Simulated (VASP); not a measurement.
# As (Pm-3m) in VASP: further runs, part 2 of 2

VASP 6.6.1. Earlier steps stand in the parts before.

### 4 Single point, PBE0

This run uses another cell than the first one, of 20.55 Å³/atom, 1.040 times its volume.

File POSCAR:

```
As
1.0
    2.7392605843      0.0000000000      0.0000000000
    0.0000000000      2.7392605843      0.0000000000
    0.0000000000      0.0000000000      2.7392605843
As
1
Direct
    0.5000000000      0.5000000000      0.5000000000
```

File INCAR.step1:

```
SYSTEM = As
ALGO = Normal ; EDIFF = 1E-5
ENCUT = 520 ; GGA = PE
ISIF = 2 ; ISMEAR = -1
LASPH = .TRUE. ; LCHARG = .FALSE.
LREAL = .FALSE. ; LWAVE = .TRUE.
NBANDS = 8 ; NELM = 60
PREC = Accurate ; SIGMA = 0.05
```

File INCAR.step2:

```
SYSTEM = As
AEXX = 0.25 ; ALGO = Normal
EDIFF = 1E-7 ; ENCUT = 520
GGA = PE ; ISIF = 2
ISMEAR = -1 ; ISTART = 1
LASPH = .TRUE. ; LCHARG = .FALSE.
LHFCALC = .TRUE. ; LREAL = .FALSE.
LWAVE = .FALSE. ; NBANDS = 8
NELM = 60 ; PREC = Accurate
PRECFOCK = Normal ; SIGMA = 0.05
```

File KPOINTS:

```
k-points
0
G
  6 6 6
  0 0 0
```

Potentials or basis: VASP PAW PBE potentials, release 64 (As).

The run is started by

```
cat potpaw_PBE.64/As/POTCAR > POTCAR
cp INCAR.step1 INCAR
mpirun -np 1 vasp_std > vasp.out
cp INCAR.step2 INCAR
mpirun -np 1 vasp_std > vasp.out
```

OUTCAR:

```text
SYSTEM = As
   AEXX = 0.25
   EDIFF = 1E-7
   ENCUT = 520
   GGA = PE
   ISIF = 2
   ISMEAR = -1
   ISTART = 1
   LASPH = .TRUE.
   LHFCALC = .TRUE.
   LREAL = .FALSE.
   NELM = 60
   PREC = Accurate
   PRECFOCK = Normal

 ion  position               nearest neighbor table
   1  0.500  0.500  0.500-

  LATTYP: Found a simple cubic cell.
 ALAT       =     2.7392605843

  Lattice vectors:

 A1 = (   2.7392605843,   0.0000000000,   0.0000000000)
 A2 = (   0.0000000000,   2.7392605843,   0.0000000000)
 A3 = (   0.0000000000,   0.0000000000,   2.7392605843)

Analysis of symmetry for initial positions (statically):
=====================================================================
 Subroutine PRICEL returns:
 Original cell was already a primitive cell.

 Routine SETGRP: Setting up the symmetry group for a
 simple cubic supercell.

 Subroutine GETGRP returns: Found 48 space group operations
[... 9 lines left out ...]

 Routine SETGRP: Setting up the symmetry group for a
 simple cubic supercell.

 Subroutine GETGRP returns: Found 48 space group operations
[... 11 lines left out ...]
                                     Primitive cell

  volume of cell :      20.5542

  direct lattice vectors                    reciprocal lattice vectors
     2.739260584  0.000000000  0.000000000     0.365062019  0.000000000  0.000000000
     0.000000000  2.739260584  0.000000000     0.000000000  0.365062019  0.000000000
     0.000000000  0.000000000  2.739260584     0.000000000  0.000000000  0.365062019

  length of vectors
     2.739260584  2.739260584  2.739260584     0.365062019  0.365062019  0.365062019

  position of ions in fractional coordinates (direct lattice)
     0.500000000  0.500000000  0.500000000

  ion indices of the primitive-cell ions
   primitive index   ion index
                 1           1

[... 91 lines left out ...]
   GGA     = PE    functional components
   LHFCALC =     T    Hartree Fock is set to
   PRECFOCK=normal    Normal, Fast or Accurate (Low or Medium for compatibility)
   ENCUT4O =  -1.0   cutoff for four orbital integrals eV
   NKREDX  =     1    reduce k-point grid by
   NKREDY  =     1    reduce k-point grid by
   NKREDZ  =     1    reduce k-point grid by
   AEXX    =    0.2500 exact exchange contribution
   HFSCREEN=    0.0000 screening length (either q_TF or 0.3 A-1)
   HFSCREENC=   0.0000 screening length for correlation (either q_TF or 0.3 A-1)
   ENCUTFOCK=  -1.0 apply spherical cutoff to Coloumb kernel
   IVDW    =     0    specifies the selected vdW correction
   LEPSILON=     F    determine dielectric tensor
   LRPA    =     F    only Hartree local field effects (RPA)
 non-spin polarized calculation
  energy-cutoff  :      520.00
  volume of cell :       20.55
 maximum number of plane-waves:       565
  NGX = 16; NGY = 16; NGZ = 16

 number of electron       5.0000001 magnetization

 Free energy of the ion-electron system (eV)
  ---------------------------------------------------
  ext. energy  EPLUGINS =         0.00000000
  ---------------------------------------------------
  free energy    TOTEN  =        -6.00723233 eV

  energy without entropy =       -6.00713460  energy(sigma->0) =       -6.00718347

 E-fermi :   5.7739     XC(G=0):  -8.1239

 val. band max:        5.4296127397   @ k =   0.5000   0.3333   0.3333
 cond. band min:       6.1141522008   @ k =   0.1667   0.1667   0.0000
 fundamental gap:      0.6845394610
 Fermi energy:         5.7738726320

 k-point     1 :       0.0000    0.0000    0.0000
  band No.  band energies     occupation
      1     -11.4325      2.00000
      2      10.3852      0.00000
      3      10.3852      0.00000
      4      10.3852      0.00000
      5      14.8112      0.00000
      6      14.8112      0.00000
      7      16.6962      0.00000
      8      31.3767      0.00000
[... 199 lines left out ...]
 k-point    20 :       0.5000    0.5000    0.5000
  band No.  band energies     occupation
      1      -0.6903      2.00000
      2       2.8950      2.00000
      3       2.8950      2.00000
      4       2.8950      2.00000
      5      12.2106      0.00000
      6      12.2106      0.00000
      7      12.2106      0.00000
      8      15.9259      0.00000

------------------------ aborting loop because EDIFF is reached ----------------------------------------

  FORCE on cell =-STRESS in cart. coord.  units (eV):
  Direction    XX          YY          ZZ          XY          YZ          ZX
  --------------------------------------------------------------------------------------
  -------------------------------------------------------------------------------------
  Total       -0.1819982     -0.1819982     -0.1819982      0.0000000      0.0000000      0.0000000
  in kB      -14.1865787    -14.1865787    -14.1865787      0.0000000      0.0000000      0.0000000
  external PRESSURE =     -14.1865787 kB  Pullay stress =       0.0000000 kB

 VOLUME and BASIS-vectors are now :
 -----------------------------------------------------------------------------
  energy-cutoff  :      520.00
  volume of cell :       20.55
      direct lattice vectors                 reciprocal lattice vectors
     2.739260584  0.000000000  0.000000000     0.365062019  0.000000000  0.000000000
     0.000000000  2.739260584  0.000000000     0.000000000  0.365062019  0.000000000
     0.000000000  0.000000000  2.739260584     0.000000000  0.000000000  0.365062019

 POSITION                                       TOTAL-FORCE (eV/Angst)
 -----------------------------------------------------------------------------------
      1.36963      1.36963      1.36963         0.000000      0.000000      0.000000
 -----------------------------------------------------------------------------------
    total drift:                               -0.000000     -0.000000     -0.000000

  FREE ENERGIE OF THE ION-ELECTRON SYSTEM (eV)
  ---------------------------------------------------
  free  energy   TOTEN  =        -6.0072323347 eV

  energy  without entropy=       -6.0071346030  energy(sigma->0) =       -6.00718347
```

Wall time 84 s (1 thread of Intel Xeon 6975P-C (Granite Rapids), shared host); peak memory 0.13 GiB.

Results:

```
Free energy : -6.0072 eV
Pressure    : -1.4 GPa
```

Caveat: the k points lie up to 0.38 Å⁻¹ apart; the PAW data sets were made with another functional, which shifts forces and pressure a little.

### 5 Summary

| cell | gap on the mesh (eV) | pressure (GPa) |
| --- | --- | --- |
| a = 2.704 Å, 1 atom | none | -2.2 |
| a = 2.722 Å, 1 atom | none | -3.9 |
| a = 2.739 Å, 1 atom | none | -1.4 |

Alike in all rows: task single point; level PBE0; potentials or basis VASP PAW PBE potentials, release 64 (As); no spin polarisation; k mesh 6 × 6 × 6; cutoff (eV) 520; smearing fermi-dirac 0.05 eV.

Caveats: all runs use coarse meshes; the PAW data sets were made with another functional, which shifts forces and pressure a little.

Absolute energies hang on the potentials; compare differences alone.
